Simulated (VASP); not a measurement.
Wanted: the native input for a VASP 6.6.1 run.

| Quantity | Value |
| --- | --- |
| Task | single point |
| Functional | PBE |
| Potentials or basis | VASP PAW PBE potentials, release 64 (Pd) |
| Cutoff | 520 eV |
| k mesh | 8 × 8 × 8 |
| Occupations | gaussian, width 0.05 eV |
| Spin | no spin polarisation |
| Dipole correction | no |
| Further INCAR settings | ALGO = Normal; EDIFF = 1e-06; NBANDS = 11 |

The structure of Pd lies in POSCAR:

```
Pd
1.0
    0.0000000000      1.9450000000      1.9450000000
    1.9450000000      0.0000000000      1.9450000000
    1.9450000000      1.9450000000      0.0000000000
Pd
1
Direct
    0.0000000000      0.0000000000      0.0000000000
```

These files were run (other wordings do the same):

INCAR

```
ALGO = Normal
EDIFF = 1E-6
ENCUT = 520
GGA = PE
ISIF = 2
ISMEAR = 0
LASPH = T
LCHARG = F
LREAL = F
LWAVE = F
NBANDS = 11
NELM = 60
PREC = Accurate
SIGMA = 0.05
```

KPOINTS

```
k-points
0
Gamma
  8 8 8
```

Potentials or basis: VASP PAW PBE potentials, release 64 (Pd).

Launch:

```sh
$ cat potpaw_PBE.64/Pd/POTCAR > POTCAR
$ mpirun -np 1 vasp_std > vasp.out
```

Results of the run:

- Pressure: 8.1 GPa
- Band gap on the k mesh: zero (band 5 reaches 10.17 eV, above the bottom of band 6 at 8.56 eV)

It took 2.9 s on 1 thread of Intel(R) Xeon(R) Platinum 8488C (Sapphire Rapids) (shared host), peak memory 0.12 GiB.
